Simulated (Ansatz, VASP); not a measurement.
## One calculation of Ga2O3, two programs

The input POSCAR:

```
Ga2O3
1.0
    2.4923023535      1.5061414339      4.5022505873
   -2.4923023535      1.5061414339      4.5022505873
    0.0000000000     -2.8106528701      4.4374986728
Ga O
4 6
Direct
    0.3554023483      0.3554023483      0.3554023483
    0.1445976517      0.1445976517      0.1445976517
    0.6445976517      0.6445976517      0.6445976517
    0.8554023483      0.8554023483      0.8554023483
    0.5536262452      0.9463737548      0.2500000000
    0.2500000000      0.5536262452      0.9463737548
    0.9463737548      0.2500000000      0.5536262452
    0.4463737548      0.0536262452      0.7500000000
    0.7500000000      0.4463737548      0.0536262452
    0.0536262452      0.7500000000      0.4463737548
```

Contents of INCAR.step1:

```
SYSTEM = Ga2O3
ALGO = Normal ; EDIFF = 1E-4
ENCUT = 520 ; GGA = PE
ISMEAR = 0 ; LASPH = .True.
LCHARG = .False. ; LREAL = .False.
LWAVE = .True. ; NBANDS = 55
NELM = 80 ; PREC = Accurate
SIGMA = 0.05
```

INCAR.step2

```
SYSTEM = Ga2O3
ALGO = Normal ; EDIFF = 1E-6
ENCUT = 520 ; ISIF = 2
ISMEAR = 0 ; ISTART = 1
LASPH = .True. ; LCHARG = .False.
LMIXTAU = .True. ; LREAL = .False.
LWAVE = .False. ; METAGGA = R2SCAN
NBANDS = 55 ; NELM = 80
PREC = Accurate ; SIGMA = 0.05
```

KPOINTS

```
k-points
0
Gamma
  6 6 6
  0 0 0
```

Input for Ansatz:

```yaml
crystal:
  lattice:
    - [2.4923023535, 1.5061414339, 4.5022505873]
    - [-2.4923023535, 1.5061414339, 4.5022505873]
    - [0.0, -2.8106528701, 4.4374986728]
  atoms:
    - { symbol: Ga, position: [0.3554023483, 0.3554023483, 0.3554023483] }
    - { symbol: Ga, position: [0.1445976517, 0.1445976517, 0.1445976517] }
    - { symbol: Ga, position: [0.6445976517, 0.6445976517, 0.6445976517] }
    - { symbol: Ga, position: [0.8554023483, 0.8554023483, 0.8554023483] }
    - { symbol: O, position: [0.5536262452, 0.9463737548, 0.25] }
    - { symbol: O, position: [0.25, 0.5536262452, 0.9463737548] }
    - { symbol: O, position: [0.9463737548, 0.25, 0.5536262452] }
    - { symbol: O, position: [0.4463737548, 0.0536262452, 0.75] }
    - { symbol: O, position: [0.75, 0.4463737548, 0.0536262452] }
    - { symbol: O, position: [0.0536262452, 0.75, 0.4463737548] }
basis:
  ecutwfc: 500
kpoints:
  mp_grid: { grid: [6, 6, 6] }
hamiltonian:
  xc: r2scan
scf:
  occupations: { method: gaussian, width: 0.05 }
output:
  forces: true
  stress: true
  eigenvalues: true
```

Change from the starting cell: strain +0.0300 x Voigt [0, 0, 0, 1, 0, 0], atoms carried along.

Alike in both runs: task single point; functional r2SCAN; k mesh 6 × 6 × 6; occupations gaussian, width 0.05 eV; no spin polarisation.

|  | VASP | Ansatz |
| --- | --- | --- |
| version | VASP 6.6.1 | Ansatz 0.2.0 |
| potentials or method | VASP PAW PBE potentials, release 64 (Ga_d, O), cutoff 520 eV | scalar-relativistic, plane waves, PAW |
| valence electrons in the cell | 88 | 88 |

Ansatz gave:

```
gap on the k mesh at the Fermi level (eV)                     : 3.52
least direct gap on the mesh (eV)                             : 3.79
pressure (GPa)                                                : 0.2
traceless stress, the component that is largest in VASP (GPa) : -3.18
rms of the force components (eV/Å)                            : 0.095
```

Problem. Which values does VASP return?

Solution. gap on the k mesh at the Fermi level (eV): 3.52; least direct gap on the mesh (eV): 3.79; pressure (GPa): 2.1; traceless stress, the component that is largest in VASP (GPa): -3.32; rms of the force components (eV/Å): 0.102.

VASP's potentials were made for PBE, not for r2SCAN. Atom by atom the forces differ by 0.022 eV/Å (rms over components).
